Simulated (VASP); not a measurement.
A run of VASP 6.6.1 is set up as follows.

Contents of INCAR:

```
ALGO = Normal
EDIFF = 1E-6
ENCUT = 520
GGA = PE
ISIF = 2
ISMEAR = 0
LASPH = T
LCHARG = F
LREAL = F
LWAVE = F
NBANDS = 30
NELM = 80
PREC = Accurate
SIGMA = 0.1
```

Contents of KPOINTS:

```
k-points
0
Gamma
  4 4 4
```

Contents of POSCAR:

```
Sn2As2Se
1.0
   -2.7351154965      2.7351154965      4.2241401330
    2.7351154965     -2.7351154965      4.2241401330
    2.7351154965      2.7351154965     -4.2241401330
Sn As Se
2 2 1
Direct
    0.7500000000      0.2500000000      0.5000000000
    0.2500000000      0.7500000000      0.5000000000
    0.1502276774      0.1502276774      0.0000000000
    0.8497723226      0.8497723226      0.0000000000
    0.5000000000      0.5000000000      0.0000000000
```

Potentials or basis: VASP PAW PBE potentials, release 64 (Sn_d, As, Se).

Command:

```sh
$ cat potpaw_PBE.64/Sn_d/POTCAR potpaw_PBE.64/As/POTCAR potpaw_PBE.64/Se/POTCAR > POTCAR
$ mpirun -np 1 vasp_std > vasp.out
```

(1) What does it give for the pressure?

(2) What does it give for the largest force?

(3) Estimate the band gap on the k mesh.

## Answers

(1) 0.0 GPa.

(2) 0.004 eV/Å.

(3) zero (bands 22 and 23 overlap by 3.04 eV).

Caveat: spin-orbit coupling is left out, which moves the levels of the heavy elements.
